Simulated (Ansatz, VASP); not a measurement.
## Two plane-wave programs on Te2Mo

```
CELL_PARAMETERS angstrom
3.49418 0.00000 0.00000
-1.74709 3.02605 0.00000
0.00000 0.00000 14.00563
ATOMIC_POSITIONS crystal
Te 0.33333 0.66667 0.62112
Te 0.66667 0.33333 0.12112
Te 0.66667 0.33333 0.37888
Te 0.33333 0.66667 0.87888
Mo 0.33333 0.66667 0.25000
Mo 0.66667 0.33333 0.75000
```

Alike in both runs: functional PBEsol; k mesh 12 × 12 × 2; occupations gaussian, width 0.02 eV; no spin polarisation.

Ansatz relaxed the structure, and its values are those at the end. VASP's run is a single point on that final structure, the one shown.

|  | VASP | Ansatz |
| --- | --- | --- |
| version | VASP 6.6.1 | Ansatz 0.2.0 |
| potentials or method | VASP PAW PBE potentials, release 64 (Te, Mo_sv), cutoff 520 eV | scalar-relativistic, plane waves, PAW |
| valence electrons in the cell | 52 | 92 |

Ansatz gave:

| Property | Result |
| --- | --- |
| gap on the k mesh at the Fermi level (eV) | 0.77 |
| least direct gap on the mesh (eV) | 1.09 |
| pressure (GPa) | 0.0 |
| rms of the force components (eV/Å) | 0.001 |

Problem. Estimate VASP's values.

Solution. gap on the k mesh at the Fermi level (eV): 0.77; least direct gap on the mesh (eV): 1.09; pressure (GPa): 0.1; rms of the force components (eV/Å): 0.015.

VASP's potentials were made for PBE, not for PBEsol. VASP's potentials hold 52 valence electrons a cell and Ansatz's 92, so a difference there can come from the potentials and not from the codes.

Spin-orbit coupling is off throughout.
